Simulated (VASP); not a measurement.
Here is a VASP 6.6.1 calculation.

POSCAR

```
Ga
1.0
    0.0000000000      2.0489987489      2.0489987489
    2.0489987489      0.0000000000      2.0489987489
    2.0489987489      2.0489987489      0.0000000000
Ga
1
Direct
    0.0000000000      0.0000000000      0.0000000000
```

The input INCAR.step1:

```
SYSTEM = Ga
ALGO = Normal ; EDIFF = 1E-4
ENCUT = 520 ; GGA = PE
ISMEAR = -1 ; LASPH = .True.
LCHARG = .False. ; LREAL = .False.
LWAVE = .True. ; NBANDS = 12
NELM = 100 ; PREC = Accurate
SIGMA = 0.1
```

INCAR.step2

```
SYSTEM = Ga
ALGO = Normal ; EDIFF = 1E-7
ENCUT = 520 ; ISIF = 2
ISMEAR = -1 ; ISTART = 1
LASPH = .True. ; LCHARG = .False.
LMIXTAU = .True. ; LREAL = .False.
LWAVE = .False. ; METAGGA = R2SCAN
NBANDS = 12 ; NELM = 100
PREC = Accurate ; SIGMA = 0.1
```

KPOINTS

```
k-points
0
Gamma
  15 15 15
  0 0 0
```

Potentials or basis: VASP PAW PBE potentials, release 64 (Ga_d).

Command:

```bash
$ cat potpaw_PBE.64/Ga_d/POTCAR > POTCAR
$ cp INCAR.step1 INCAR
$ mpirun -np 1 vasp_std > vasp.out
$ cp INCAR.step2 INCAR
$ mpirun -np 1 vasp_std > vasp.out
```

Task: Estimate the pressure.

Result: 2.3 GPa.

Caveat: the PAW data sets were made with another functional, which shifts forces and pressure a little.
